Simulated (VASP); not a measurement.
# Sr4O (P-43m) in VASP: further runs

Runs on Sr4O. Level: PBE. Tasks: single point.

All numbers are computed with VASP 6.6.1; they aren't measurements. Logs are shortened: lines on timing, memory, paths and dates and some standing lists are left out, and cuts for length are marked.

### 1 The cell of the first run

The structure is cubic, space group P-43m (No. 215). Conventional cell: a = 6.114 Å, b = 6.114 Å, c = 6.114 Å, α = 90.00°, β = 90.00°, γ = 90.00°. Sr (site symmetry 3m) has 1 O at 2.38 Å within 3.1 Å. O (site symmetry -43m) has 4 Sr at 2.38 Å within 3.1 Å.

### 2 Single point, PBE

INCAR reads:

```
SYSTEM = Sr4O
PREC = Accurate
ENCUT = 520
EDIFF = 1E-6
ISMEAR = 0
SIGMA = 0.1
LREAL = .FALSE.
LASPH = .TRUE.
NELM = 60
ALGO = Normal
ISIF = 2
LWAVE = .FALSE.
LCHARG = .FALSE.
GGA = PE
NBANDS = 31
```

KPOINTS reads:

```
regular mesh
0
G
  6 6 6
  0 0 0
```

POSCAR reads:

```
Sr4O
1.0
    6.1138377971      0.0000000000      0.0000000000
    0.0000000000      6.1138377971      0.0000000000
    0.0000000000      0.0000000000      6.1138377971
Sr O
4 1
Direct
    0.2243433405      0.2243433405      0.2243433405
    0.7756566595      0.7756566595      0.2243433405
    0.7756566595      0.2243433405      0.7756566595
    0.2243433405      0.7756566595      0.7756566595
    0.0000000000      0.0000000000      0.0000000000
```

Potentials or basis: VASP PAW PBE potentials, release 64 (Sr_sv, O).

The run is started by

```console
$ cat potpaw_PBE.64/Sr_sv/POTCAR potpaw_PBE.64/O/POTCAR > POTCAR
$ mpirun -np 1 vasp_std > vasp.out
```

OUTCAR:

```text
SYSTEM = Sr4O
   PREC = Accurate
   ENCUT = 520
   EDIFF = 1E-6
   ISMEAR = 0
   LREAL = .FALSE.
   LASPH = .TRUE.
   NELM = 60
   ISIF = 2
   GGA = PE

 ion  position               nearest neighbor table
   1  0.224  0.224  0.224-   5 2.38   3 3.88   4 3.88   2 3.88   3 4.35   4 4.35   2 4.35   3 4.35
                             2 4.35   4 4.35   4 4.77   2 4.77   3 4.77
   2  0.776  0.776  0.224-   5 2.38   3 3.88   4 3.88   1 3.88   3 4.35   4 4.35   1 4.35   3 4.35
                             1 4.35   4 4.35   3 4.77   4 4.77   1 4.77
   3  0.776  0.224  0.776-   5 2.38   2 3.88   4 3.88   1 3.88   2 4.35   4 4.35   1 4.35   2 4.35
                             1 4.35   4 4.35   2 4.77   4 4.77   1 4.77
   4  0.224  0.776  0.776-   5 2.38   2 3.88   3 3.88   1 3.88   2 4.35   3 4.35   1 4.35   2 4.35
                             1 4.35   3 4.35   2 4.77   3 4.77   1 4.77
   5  0.000  0.000  0.000-   1 2.38   2 2.38   3 2.38   4 2.38

  LATTYP: Found a simple cubic cell.
 ALAT       =     6.1138377971

  Lattice vectors:

 A1 = (   6.1138377971,   0.0000000000,   0.0000000000)
 A2 = (   0.0000000000,   6.1138377971,   0.0000000000)
 A3 = (   0.0000000000,   0.0000000000,   6.1138377971)

Analysis of symmetry for initial positions (statically):
=====================================================================
 Subroutine PRICEL returns:
 Original cell was already a primitive cell.

 Routine SETGRP: Setting up the symmetry group for a
 simple cubic supercell.

 Subroutine GETGRP returns: Found 24 space group operations
 (whereof 24 operations were pure point group operations)
 out of a pool of 48 trial point group operations.

The static configuration has the point symmetry T_d .

Analysis of symmetry for dynamics (positions and initial velocities):
=====================================================================
 Subroutine PRICEL returns:
 Original cell was already a primitive cell.

 Routine SETGRP: Setting up the symmetry group for a
 simple cubic supercell.

 Subroutine GETGRP returns: Found 24 space group operations
 (whereof 24 operations were pure point group operations)
 out of a pool of 48 trial point group operations.

The dynamic configuration has the point symmetry T_d .

 Subroutine INISYM returns: Found 24 space group operations
 (whereof 24 operations are pure point group operations),
 and found     1 'primitive' translations

----------------------------------------------------------------------------------------

                                     Primitive cell

  volume of cell :     228.5292

  direct lattice vectors                    reciprocal lattice vectors
     6.113837797  0.000000000  0.000000000     0.163563384  0.000000000  0.000000000
     0.000000000  6.113837797  0.000000000     0.000000000  0.163563384  0.000000000
     0.000000000  0.000000000  6.113837797     0.000000000  0.000000000  0.163563384

  length of vectors
     6.113837797  6.113837797  6.113837797     0.163563384  0.163563384  0.163563384

  position of ions in fractional coordinates (direct lattice)
     0.224343340  0.224343340  0.224343340
     0.775656660  0.775656660  0.224343340
     0.775656660  0.224343340  0.775656660
     0.224343340  0.775656660  0.775656660
     0.000000000  0.000000000  0.000000000

  ion indices of the primitive-cell ions
   primitive index   ion index
                 1           1
                 2           2
                 3           3
                 4           4
                 5           5

----------------------------------------------------------------------------------------

 KPOINTS: regular mesh

Automatic generation of k-mesh.
 Grid dimensions read from file:
 generate k-points for:    6    6    6

 Generating k-lattice:

  Cartesian coordinates                     Fractional coordinates (reciprocal lattice)
     0.027260564  0.000000000  0.000000000     0.166666667  0.000000000  0.000000000
     0.000000000  0.027260564  0.000000000     0.000000000  0.166666667  0.000000000
     0.000000000  0.000000000  0.027260564     0.000000000  0.000000000  0.166666667

  Length of vectors
     0.027260564  0.027260564  0.027260564

  Shift w.r.t. Gamma in fractional coordinates (k-lattice)
     0.000000000  0.000000000  0.000000000

 Subroutine IBZKPT returns following result:
 ===========================================

 Found     20 irreducible k-points:

 Following reciprocal coordinates:
            Coordinates               Weight
  0.000000  0.000000  0.000000      1.000000
  0.166667  0.000000  0.000000      6.000000
  0.333333  0.000000  0.000000      6.000000
  0.500000  0.000000  0.000000      3.000000
  0.166667  0.166667  0.000000     12.000000
  0.333333  0.166667  0.000000     24.000000
[... 12 lines left out ...]
  0.500000  0.500000  0.333333      6.000000
  0.500000  0.500000  0.500000      1.000000
   k-points           NKPTS =     20   k-points in BZ     NKDIM =     20   number of bands    NBANDS=     31
   number of dos      NEDOS =    301   number of ions     NIONS =      5
   total plane-waves  NPLWV = 110592
   dimension x,y,z NGX =    48 NGY =   48 NGZ =   48
   dimension x,y,z NGXF=    96 NGYF=   96 NGZF=   96
   ions per type =               4   1
   NGX,Y,Z   is equivalent  to a cutoff of  13.05, 13.05, 13.05 a.u.
   NGXF,Y,Z  is equivalent  to a cutoff of  26.10, 26.10, 26.10 a.u.
 SYSTEM =  Sr4O
   PREC   = accura    normal or accurate (medium, high low for compatibility)
   ISTART =      0    job   : 0-new  1-cont  2-samecut
   ICHARG =      2    charge: 1-file 2-atom 10-const
   ISPIN  =      1    spin polarized calculation?
   LNONCOLLINEAR =      F non collinear calculations
   LSORBIT =      F    spin-orbit coupling
   LASPH  =      T    aspherical Exc in radial PAW
   ENCUT  =  520.0 eV  38.22 Ry    6.18 a.u.  11.37 11.37 11.37*2*pi/ulx,y,z
   NELM   =     60;   NELMIN=  2; NELMDL= -5     # of ELM steps
   EDIFF  = 0.1E-05   stopping-criterion for ELM
   LREAL  =      F    real-space projection
   EDIFFG = 0.1E-04   stopping-criterion for IOM
   NSW    =      0    number of steps for IOM
   IBRION =     -1    ionic relax: 0-MD 1-quasi-New 2-CG
   NFREE  =      0    steps in history (QN), initial steepest desc. (CG)
   ISIF   =      2    stress and relaxation
   ISYM   =      2    0-nonsym 1-usesym 2-fastsym
   POTIM  = 0.5000    time-step for ionic-motion
   TEBEG  =    0.0;   TEEND  =   0.0 temperature during run
   PSTRESS=    0.0 pullay stress
   NELECT =      46.0000    total number of electrons
   NUPDOWN=      -1.0000    fix difference up-down
   EMIN   =  10.00;   EMAX   =-10.00  energy-range for DOS
   EFERMI =   0.00;   METHOD = LEGACY
   ISMEAR =     0;   SIGMA  =   0.10  broadening in eV -4-tet -1-fermi 0-gaus
   EFERMI_NEDOS =   21; number of points for ismear=-14 and -15
   IALGO  =     38    algorithm
   IMIX   =      4    mixing-type and parameters
     AMIX     =   0.40;   BMIX     =  1.00
     AMIX_MAG =   1.60;   BMIX_MAG =  1.00
  volume/ion in A,a.u.               =      45.71       308.44
  Fermi-wavevector in a.u.,A,eV,Ry     =   0.959431  1.813061 12.524257  0.920507
  Thomas-Fermi vector in A             =   2.088626
   LORBIT       =      0    0 simple, 1 ext, 2 COOP (PROOUT), +10 PAW based schemes
   GGA     = PE    functional components
   LHFCALC =     F    Hartree Fock is set to
   AEXX    =    0.0000 exact exchange contribution
   IVDW    =     0    specifies the selected vdW correction
   LEPSILON=     F    determine dielectric tensor
   LRPA    =     F    only Hartree local field effects (RPA)
 non-spin polarized calculation
 Gauss-broadening in eV      SIGMA  =   0.10
  energy-cutoff  :      520.00
  volume of cell :      228.53
 maximum number of plane-waves:      6187
 NGX is ok and might be reduce to    48
   NGX = 23   NGY = 23   NGZ = 23

 number of electron      46.0000009 magnetization

 Free energy of the ion-electron system (eV)
  ---------------------------------------------------
  ext. energy  EPLUGINS =         0.00000000
  ---------------------------------------------------
  free energy    TOTEN  =       -16.68692137 eV

  energy without entropy =      -16.66379056  energy(sigma->0) =      -16.67535596

 E-fermi :   1.5425     XC(G=0):  -7.3186

 val. band max:        1.4888008077   @ k =   0.5000   0.5000   0.5000
 cond. band min:       1.5638009040   @ k =   0.3333   0.1667   0.0000
 fundamental gap:      0.0750000963
 Fermi energy:         1.5424571690

 k-point     1 :       0.0000    0.0000    0.0000
  band No.  band energies     occupation
      1     -34.7281      2.00000
      2     -34.6971      2.00000
      3     -34.6971      2.00000
      4     -34.6971      2.00000
      5     -18.1142      2.00000
      6     -16.8643      2.00000
[... 23 lines left out ...]
     30       4.9130      0.00000
     31       4.9130      0.00000

 k-point     2 :       0.1667    0.0000    0.0000
  band No.  band energies     occupation
      1     -34.7271      2.00000
      2     -34.6982      2.00000
      3     -34.6971      2.00000
      4     -34.6971      2.00000
      5     -18.1124      2.00000
      6     -16.8586      2.00000
[... 23 lines left out ...]
     30       4.6443      0.00000
     31       4.8367      0.00000

 k-point     3 :       0.3333    0.0000    0.0000
  band No.  band energies     occupation
      1     -34.7247      2.00000
      2     -34.7005      2.00000
      3     -34.6971      2.00000
      4     -34.6971      2.00000
      5     -18.1089      2.00000
      6     -16.8451      2.00000
[... 23 lines left out ...]
     30       4.2382      0.00000
     31       4.3807      0.00000

 k-point     4 :       0.5000    0.0000    0.0000
  band No.  band energies     occupation
      1     -34.7234      2.00000
      2     -34.7018      2.00000
      3     -34.6971      2.00000
      4     -34.6971      2.00000
      5     -18.1072      2.00000
      6     -16.8365      2.00000
[... 499 lines left out ...]
     30       4.0930      0.00000
     31       4.1235      0.00000

 k-point    19 :       0.5000    0.5000    0.3333
  band No.  band energies     occupation
      1     -34.7176      2.00000
      2     -34.7009      2.00000
      3     -34.7009      2.00000
      4     -34.7001      2.00000
      5     -18.1168      2.00000
      6     -16.8752      2.00000
[... 23 lines left out ...]
     30       3.8750      0.00000
     31       3.9651      0.00000

 k-point    20 :       0.5000    0.5000    0.5000
  band No.  band energies     occupation
      1     -34.7168      2.00000
      2     -34.7009      2.00000
      3     -34.7009      2.00000
      4     -34.7009      2.00000
      5     -18.1194      2.00000
      6     -16.8834      2.00000
[... 23 lines left out ...]
     30       4.0042      0.00000
     31       4.0121      0.00000

------------------------ aborting loop because EDIFF is reached ----------------------------------------

  FORCE on cell =-STRESS in cart. coord.  units (eV):
  Direction    XX          YY          ZZ          XY          YZ          ZX
  --------------------------------------------------------------------------------------
  -------------------------------------------------------------------------------------
  Total        0.1948638      0.1948638      0.1948638     -0.0000000      0.0000000     -0.0000000
  in kB        1.3661551      1.3661551      1.3661551     -0.0000000      0.0000000     -0.0000000
  external PRESSURE =       1.3661551 kB  Pullay stress =       0.0000000 kB

 VOLUME and BASIS-vectors are now :
 -----------------------------------------------------------------------------
  energy-cutoff  :      520.00
  volume of cell :      228.53
      direct lattice vectors                 reciprocal lattice vectors
     6.113837797  0.000000000  0.000000000     0.163563384  0.000000000  0.000000000
     0.000000000  6.113837797  0.000000000     0.000000000  0.163563384  0.000000000
     0.000000000  0.000000000  6.113837797     0.000000000  0.000000000  0.163563384

 POSITION                                       TOTAL-FORCE (eV/Angst)
 -----------------------------------------------------------------------------------
      1.37160      1.37160      1.37160         0.033808      0.033808      0.033808
      4.74224      4.74224      1.37160        -0.033808     -0.033808      0.033808
      4.74224      1.37160      4.74224        -0.033808      0.033808     -0.033808
      1.37160      4.74224      4.74224         0.033808     -0.033808     -0.033808
      0.00000      0.00000      0.00000        -0.000000      0.000000      0.000000
 -----------------------------------------------------------------------------------
    total drift:                               -0.000000     -0.000000      0.000000

  FREE ENERGIE OF THE ION-ELECTRON SYSTEM (eV)
  ---------------------------------------------------
  free  energy   TOTEN  =       -16.6869213658 eV

  energy  without entropy=      -16.6637905563  energy(sigma->0) =      -16.67535596
```

It took 98 s on 1 thread of AMD EPYC 9R14 (Zen 4), shared host; peak memory 0.35 GiB.

What came out:

```
Free energy            : -16.6869 eV
Pressure               : 0.1 GPa
Largest force          : 0.059 eV/Å
Band gap on the k mesh : zero (band 23 reaches 2.13 eV, above the bottom of band 24 at 0.92 eV)
```

Forces on the atoms (eV/Å):
```
Sr   0.034  0.034  0.034
Sr  -0.034 -0.034  0.034
Sr  -0.034  0.034 -0.034
Sr   0.034 -0.034 -0.034
O    0.000  0.000  0.000
```

Levels at points of the mesh, in eV from the Fermi level:
| k point | band 21 | band 22 | band 23 | band 24 | band 25 | band 26 |
| --- | --- | --- | --- | --- | --- | --- |
| (0.00, 0.00, 0.00) | -3.10 | 0.15 | 0.15 | 0.15 | 0.56 | 0.56 |
| (0.50, 0.00, 0.00) | -1.90 | -1.69 | 0.59 | 0.59 | 0.67 | 0.75 |
| (0.50, 0.50, 0.00) | -1.01 | -0.95 | -0.95 | -0.62 | 0.87 | 0.87 |
| (0.50, 0.50, 0.50) | -0.76 | -0.76 | -0.76 | -0.05 | 0.23 | 0.23 |

### 3 Single point, PBE

This run uses another cell than the first one, of 46.03 Å³/atom, 1.007 times its volume.

INCAR reads:

```
SYSTEM = Sr4O
ALGO = Normal ; EDIFF = 1E-6
ENCUT = 910 ; GGA = PE
GGA_COMPAT = .FALSE. ; ISIF = 2
ISMEAR = 0 ; LASPH = .TRUE.
LCHARG = .FALSE. ; LREAL = .FALSE.
LWAVE = .FALSE. ; NBANDS = 31
NELM = 120 ; PREC = Accurate
SIGMA = 0.1
```

KPOINTS reads:

```
k-points
0
G
  4 4 4
  0 0 0
```

POSCAR reads:

```
Sr4O
1.0
    6.1283528041      0.0000000000      0.0000000000
    0.0000000000      6.1283528041      0.0000000000
    0.0000000000      0.0000000000      6.1283528041
Sr O
4 1
Direct
    0.2245233711      0.2245233711      0.2245233711
    0.7754766289      0.7754766289      0.2245233711
    0.7754766289      0.2245233711      0.7754766289
    0.2245233711      0.7754766289      0.7754766289
    0.0000000000      0.0000000000      0.0000000000
```

Potentials or basis: VASP PAW PBE potentials, release 64 (Sr_sv, O_h).

The run is started by

```console
$ cat potpaw_PBE.64/Sr_sv/POTCAR potpaw_PBE.64/O_h/POTCAR > POTCAR
$ mpirun -np 1 vasp_std > vasp.out
```

It took 1.9 min on 1 thread of Intel Xeon 6975P-C (Granite Rapids), shared host; peak memory 0.52 GiB.

It converged, with:

```yaml
Free_energy: -16.7158 eV
Pressure: -0.1 GPa
Largest_force: 0.019 eV/Å
Band_gap_on_the_k_mesh: zero (band 23 reaches 2.14 eV, above the bottom of band 24 at 0.93 eV)
```

Forces in eV/Å, atoms in the order of the input:
```
Sr   0.011  0.011  0.011
Sr  -0.011 -0.011  0.011
Sr  -0.011  0.011 -0.011
Sr   0.011 -0.011 -0.011
O    0.000  0.000  0.000
```

Levels at points of the mesh, in eV from the Fermi level:
```
           k point  band 21  band 22  band 23  band 24  band 25  band 26
(0.00, 0.00, 0.00)    -3.00     0.24     0.24     0.24     0.65     0.65
(0.50, 0.00, 0.00)    -1.81    -1.59     0.68     0.68     0.76     0.84
(0.50, 0.50, 0.00)    -0.92    -0.86    -0.86    -0.53     0.96     0.96
(0.50, 0.50, 0.50)    -0.67    -0.67    -0.67     0.03     0.32     0.32
```

Caveat: the cutoff is under 1.25 times the usual one of these potentials, so pressure, stress and relaxed cells hold a basis-set (Pulay) error.
